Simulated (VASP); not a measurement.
CrO2, 3 atoms in the cell. The cell holds a sheet with vacuum, 3 atoms: a = 2.893 Å, b = 2.893 Å, c = 28.538 Å, α = 90.00°, β = 90.00°, γ = 120.00°. The cell was built from a structure type or drawn by symmetry, and may not be a known phase.

* Program: VASP 6.6.1
* Task: single point
* Functional: PBE
* Potentials or basis: VASP PAW PBE potentials, release 64 (Cr_pv, O)
* Cutoff: 520 eV
* k mesh: 6 × 6 × 1
* Occupations: gaussian, width 0.1 eV
* Spin: collinear spin, ferromagnetic start
* Starting moments: [3.0, 0.0, 0.0] μB
* Dipole correction: yes
* Further INCAR settings: ALGO = Normal; EDIFF = 1e-06; NBANDS = 23

Potentials or basis: VASP PAW PBE potentials, release 64 (Cr_pv, O).

The run is started by

```bash
$ cat potpaw_PBE.64/Cr_pv/POTCAR potpaw_PBE.64/O/POTCAR > POTCAR
$ mpirun -np 1 vasp_std > vasp.out
```

Hardware: 1 thread of Intel Xeon 8259CL (shared host).

Question: How long does it take, and how much memory?

Answer: Wall time 9.6 min on 1 thread of Intel Xeon 8259CL (shared host), peak memory 0.52 GiB. Counts: scf iterations 34, k points 20.
